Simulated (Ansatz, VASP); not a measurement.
Mg2O: VASP beside Ansatz

The input INCAR:

```
SYSTEM = Mg2O
ALGO = Normal ; EDIFF = 1E-6
ENCUT = 520 ; GGA = PE
ISIF = 2 ; ISMEAR = 0
LASPH = .True. ; LCHARG = .False.
LREAL = .False. ; LWAVE = .False.
NBANDS = 19 ; NELM = 100
PREC = Accurate ; SIGMA = 0.1
```

Contents of KPOINTS:

```
k-points
0
Gamma
  4 4 6
  0 0 0
```

POSCAR

```
Mg2O
1.0
    5.2901358324      0.0000000000      0.0000000000
    0.0000000000      5.2901358324      0.0000000000
    0.0000000000      0.0000000000      3.4073817867
Mg O
4 2
Direct
    0.3060000000      0.3060000000      0.0000000000
    0.1940000000      0.8060000000      0.5000000000
    0.6940000000      0.6940000000      0.0000000000
    0.8060000000      0.1940000000      0.5000000000
    0.0000000000      0.0000000000      0.0000000000
    0.5000000000      0.5000000000      0.5000000000
```

Input for Ansatz:

```yaml
crystal:
  lattice:
    - [5.2901358324, 0.0, 0.0]
    - [0.0, 5.2901358324, 0.0]
    - [0.0, 0.0, 3.4073817867]
  atoms:
    - { symbol: Mg, position: [0.306, 0.306, 0.0] }
    - { symbol: Mg, position: [0.194, 0.806, 0.5] }
    - { symbol: Mg, position: [0.694, 0.694, 0.0] }
    - { symbol: Mg, position: [0.806, 0.194, 0.5] }
    - { symbol: O, position: [0.0, 0.0, 0.0] }
    - { symbol: O, position: [0.5, 0.5, 0.5] }
basis:
  ecutwfc: 420
kpoints:
  mp_grid: { grid: [4, 4, 6] }
hamiltonian:
  xc: pbe
scf:
  occupations: { method: gaussian, width: 0.1 }
  lower_state_search: "off"
output:
  forces: true
  stress: true
  eigenvalues: true
```

Alike in both runs: task single point; functional PBE; k mesh 4 × 4 × 6; occupations gaussian, width 0.1 eV; no spin polarisation.

|  | VASP | Ansatz |
| --- | --- | --- |
| version | VASP 6.6.1 | Ansatz 0.2.0 |
| potentials or method | VASP PAW PBE potentials, release 64 (Mg, O), cutoff 520 eV | scalar-relativistic, plane waves, PAW |
| valence electrons in the cell | 20 | 52 |

Ansatz gave:

```
gap on the k mesh at the Fermi level (eV)                     : none
pressure (GPa)                                                : -5.5
traceless stress, the component that is largest in VASP (GPa) : -6.53
rms of the force components (eV/Å)                            : 0.235
```

**Question.** Estimate VASP's values.

**Answer.** gap on the k mesh at the Fermi level (eV): none; pressure (GPa): -5.8; traceless stress, the component that is largest in VASP (GPa): -6.56; rms of the force components (eV/Å): 0.233.

Atom by atom the forces differ by 0.002 eV/Å (rms over components). A gap of «none» marks a metal or a gap that the smearing closes. VASP's potentials hold 20 valence electrons a cell and Ansatz's 52, so a difference there can come from the potentials and not from the codes.
